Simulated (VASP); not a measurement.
Set up this calculation in VASP 6.6.1, as the native input.

```
Task                   : relaxation of cell and atoms
Functional             : PBEsol
Dispersion             : D3(BJ)
Potentials or basis    : VASP PAW PBE potentials, release 64 (Rh_pv)
Cutoff                 : 600 eV
k mesh                 : 10 × 10 × 3
Occupations            : fermi-dirac, width 0.15 eV
Spin                   : no spin polarisation
Target pressure        : 8 GPa
Dipole correction      : no
Further INCAR settings : ALGO = Normal; EDIFF = 1e-06; IBRION = 2; EDIFFG = -0.01; NSW = 80; ISIF = 3
```

The structure of Rh lies in POSCAR:

```
Rh
1.0
    2.6917400000      0.0000000000      0.0000000000
   -1.3458700000      2.3311200000      0.0000000000
    0.0000000000      0.0000000000      8.7980700000
Rh
4
Direct
    0.0000000000      0.0000000000      0.0000000000
    0.3333333333      0.6666666667      0.2500000000
    0.0000000000      0.0000000000      0.5000000000
    0.6666666667      0.3333333333      0.7500000000
```

This isn't the form of Rh at room conditions, which is fcc.

One way to write it, as run:

INCAR

```
SYSTEM = Rh
PREC = Accurate ; ENCUT = 600
EDIFF = 1E-6 ; ISMEAR = -1
SIGMA = 0.15 ; LREAL = .FALSE.
LASPH = .TRUE. ; NELM = 80
ALGO = Normal ; ISIF = 3
LWAVE = .FALSE. ; LCHARG = .FALSE.
GGA = PS ; IVDW = 12
IBRION = 2 ; NSW = 80
EDIFFG = -0.01 ; PSTRESS = 80.0
```

KPOINTS

```
Automatic mesh
0
G
  10 10 3
  0 0 0
```

Potentials or basis: VASP PAW PBE potentials, release 64 (Rh_pv).

The run is started by

```bash
$ cat potpaw_PBE.64/Rh_pv/POTCAR > POTCAR
$ mpirun -np 1 vasp_std > vasp.out
```

It gave:

| Property | Result |
| --- | --- |
| Relaxed volume | 12.91 Å³/atom |
| Relaxed cell | a = 2.633 Å, b = 2.633 Å, c = 8.603 Å, α = 90.00°, β = 90.00°, γ = 120.00° |
| Space group after relaxing (to 0.1 Å) | P6_3/mmc (No. 194) |
| Energy change on relaxing (the run minimises the enthalpy) | -15.3 meV/atom |
| Ionic steps | 5 |
| Pressure after relaxing | 8.0 GPa |
| Band gap on the k mesh | zero (bands 30 and 31 overlap by 2.07 eV) |
| Dispersion energy per atom | -0.648 eV |

Caveat: the cell is relaxed towards a set pressure, so the run minimises the enthalpy, not the energy; the PAW data sets were made with another functional, which shifts forces and pressure a little.

Run time: 100 s on 1 thread of Intel(R) Xeon(R) 6975P-C (Granite Rapids) (shared host), peak memory 0.24 GiB.
